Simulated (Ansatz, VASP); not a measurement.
One calculation of Li2CaVC6N6, two programs

```
CELL_PARAMETERS angstrom
0.00000 5.75654 5.75654
5.75654 0.00000 5.75654
5.75654 5.75654 0.00000
ATOMIC_POSITIONS crystal
Li 0.25000 0.25000 0.25000
Li 0.75000 0.75000 0.75000
Ca 0.00000 0.00000 0.00000
V 0.50000 0.50000 0.50000
C 0.77977 0.22023 0.22023
C 0.22023 0.77977 0.22023
C 0.22023 0.22023 0.77977
C 0.22023 0.77977 0.77977
C 0.77977 0.22023 0.77977
C 0.77977 0.77977 0.22023
N 0.67771 0.32229 0.32229
N 0.32229 0.67771 0.32229
N 0.32229 0.32229 0.67771
N 0.32229 0.67771 0.67771
N 0.67771 0.32229 0.67771
N 0.67771 0.67771 0.32229
```

Alike in both runs: functional PBE; k mesh 4 × 4 × 4; occupations gaussian, width 0.02 eV; collinear spin.

Ansatz relaxed the structure, and its values are those at the end. VASP's run is a single point on that final structure, the one shown.

|  | VASP | Ansatz |
| --- | --- | --- |
| version | VASP 6.6.1 | Ansatz 0.2.0 |
| potentials or method | VASP PAW PBE potentials, release 64 (Li_sv, Ca_sv, V_sv, C, N), cutoff 520 eV | scalar-relativistic, plane waves, PAW |
| valence electrons in the cell | 83 | 83 |

```tsv
	VASP	Ansatz	Ansatz less VASP
gap on the k mesh at the Fermi level (eV)	0.74	0.74	-0.004
least direct gap on the mesh (eV)	0.74	0.74	-0.004
rms of the force components (eV/Å)	0.180	0.000	-0.1801
net moment per atom (μB)	0.19	0.19	0.000
size of the moment on the site where the two differ most (μB)	2.14	1.73	-0.416
```

Site moments also hang on the region over which each program counts them.

Noted on VASP's run: the cutoff is under 1.25 times that of the potentials, so the pressure is a little rough; the standard files for N, O and F lose accuracy on very short bonds.
